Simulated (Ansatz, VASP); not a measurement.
**Two plane-wave programs on InAs**

```
CELL_PARAMETERS angstrom
0.00000 2.88675 2.88675
2.88675 0.00000 2.88675
2.88675 2.88675 0.00000
ATOMIC_POSITIONS crystal
In 0.00000 0.00000 0.00000
As 0.25000 0.25000 0.25000
```

Alike in both runs: task relaxation of cell and atoms; functional PBE; k mesh 6 × 6 × 6; occupations gaussian, width 0.1 eV; no spin polarisation.

|  | VASP | Ansatz |
| --- | --- | --- |
| version | VASP 6.6.1 | Ansatz 0.2.0 |
| potentials or method | VASP PAW PBE potentials, release 64 (In_d, As), cutoff 500 eV | scalar-relativistic, plane waves, PAW |
| valence electrons in the cell | 18 | 28 |

```tsv
	VASP	Ansatz	Ansatz less VASP
gap on the k mesh at the Fermi level, each at its own relaxed structure (eV)	none	none	-
relaxed volume (Å³/atom)	29.65	29.55	-0.096
relaxed cell length with the largest relative difference (Å)	4.377	4.372	-0.0047
```

A gap of «none» marks a metal or a gap that the smearing closes. VASP's potentials hold 18 valence electrons a cell and Ansatz's 28, so a difference there can come from the potentials and not from the codes.

Noted on VASP's run: the volume moved by over 15 % at a fixed basis, so the end points are rough.
